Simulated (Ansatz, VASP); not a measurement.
# CsTaS2: VASP beside Ansatz

File INCAR:

```
PREC = Accurate ; ENCUT = 500
EDIFF = 1E-7 ; ISMEAR = 0
SIGMA = 0.1 ; LREAL = F
LASPH = T ; NELM = 120
ALGO = Normal ; ISIF = 3
LWAVE = F ; LCHARG = F
GGA = PE ; IBRION = 2
NSW = 90 ; EDIFFG = -0.04
GGA_COMPAT = F ; NELMIN = 4
```

The input KPOINTS:

```
regular mesh
0
Gamma
  6 6 2
```

File POSCAR:

```
CsTaS2
1.0
    3.3978678500      0.0000000000      0.0000000000
   -1.6989339300      2.9426398800      0.0000000000
    0.0000000000      0.0000000000      7.9626027000
Cs Ta S
1 1 2
Direct
    0.3333333300      0.6666666700      0.5000000000
    0.6666666700      0.3333333300      0.0000000000
    0.0000000000      0.0000000000      0.1982274900
    0.0000000000      0.0000000000      0.8017725100
```

Input for Ansatz:

```yaml
crystal:
  lattice:
    - [3.39786785, 0.0, 0.0]
    - [-1.69893393, 2.94263988, 0.0]
    - [0.0, 0.0, 7.9626027]
  atoms:
    - { symbol: Cs, position: [0.33333333, 0.66666667, 0.5] }
    - { symbol: Ta, position: [0.66666667, 0.33333333, 0.0] }
    - { symbol: S, position: [0.0, 0.0, 0.19822749] }
    - { symbol: S, position: [0.0, 0.0, 0.80177251] }
basis:
  ecutwfc: 420
kpoints:
  mp_grid: { grid: [6, 6, 2] }
hamiltonian:
  xc: pbe
scf:
  occupations: { method: gaussian, width: 0.1 }
  lower_state_search: "off"
output:
  forces: true
  stress: true
  eigenvalues: true
relax:
  adjacent_minimum: "off"
  f_tol: 0.04
  max_steps: 70
  cell: { stress_tol: 0.4 }
```

Alike in both runs: task relaxation of cell and atoms; functional PBE; k mesh 6 × 6 × 2; occupations gaussian, width 0.1 eV; no spin polarisation.

|  | VASP | Ansatz |
| --- | --- | --- |
| version | VASP 6.6.1 | Ansatz 0.2.0 |
| potentials or method | VASP PAW PBE potentials, release 64 (Cs_sv, Ta_sv_GW, S), cutoff 500 eV | scalar-relativistic, plane waves, PAW |
| valence electrons in the cell | 34 | 34 |

|  | VASP | Ansatz | Ansatz less VASP |
| --- | --- | --- | --- |
| gap on the k mesh at the Fermi level, each at its own relaxed structure (eV) | 0.12 | 0.17 | +0.049 |
| relaxed volume (Å³/atom) | 22.51 | 22.50 | -0.015 |
| relaxed length of the cell vector where the two differ most in proportion (Å) | 8.283 | 8.274 | -0.0089 |

Neither program's run includes spin-orbit coupling.
